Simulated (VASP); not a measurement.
Write the native input for VASP 6.6.1 that does the following.

```
Task                   : single point
Functional             : PBE
Potentials or basis    : VASP PAW PBE potentials, release 64 (Pt)
Cutoff                 : 500 eV
k mesh                 : 13 × 13 × 13
Occupations            : fermi-dirac, width 0.1 eV
Spin                   : no spin polarisation
Dipole correction      : no
Further INCAR settings : ALGO = Normal; EDIFF = 1e-06; NBANDS = 11
```

The structure of Pt lies in POSCAR:

```
Pt
1.0
    0.0000000000      1.9609000000      1.9609000000
    1.9609000000      0.0000000000      1.9609000000
    1.9609000000      1.9609000000      0.0000000000
Pt
1
Direct
    0.0000000000      0.0000000000      0.0000000000
```

These files were run (other wordings do the same):

INCAR

```
SYSTEM = Pt
ALGO     = Normal         ! electronic algorithm
EDIFF    = 1E-6           ! SCF threshold, eV
ENCUT    = 500            ! plane-wave cutoff, eV
GGA      = PE             ! functional
GGA_COMPAT= .False.      
ISIF     = 2              ! what is computed and relaxed
ISMEAR   = -1             ! smearing method
LASPH    = .True.         ! aspherical terms in the spheres
LCHARG   = .False.        ! write CHGCAR
LREAL    = .False.        ! projectors in reciprocal space
LWAVE    = .False.        ! write WAVECAR
NBANDS   = 11             ! bands
NELM     = 120            ! most SCF steps
PREC     = Accurate       ! precision mode
SIGMA    = 0.1            ! smearing width, eV
```

KPOINTS

```
k-points
0
Gamma
  13 13 13
  0 0 0
```

Potentials or basis: VASP PAW PBE potentials, release 64 (Pt).

Run with:

```console
$ cat potpaw_PBE.64/Pt/POTCAR > POTCAR
$ mpirun -np 1 vasp_std > vasp.out
```

It gave:

```yaml
Pressure: 9.9 GPa
Band_gap_on_the_k_mesh: zero (band 5 reaches 11.69 eV, above the bottom of band 6 at 9.52 eV)
```

Caveat: spin-orbit coupling is left out, which moves the levels of the heavy elements.

Run time: 18 s on 1 thread of AMD EPYC 7R43 64-Core Processor (Zen 3), on a shared host, peak memory 0.1 GiB.
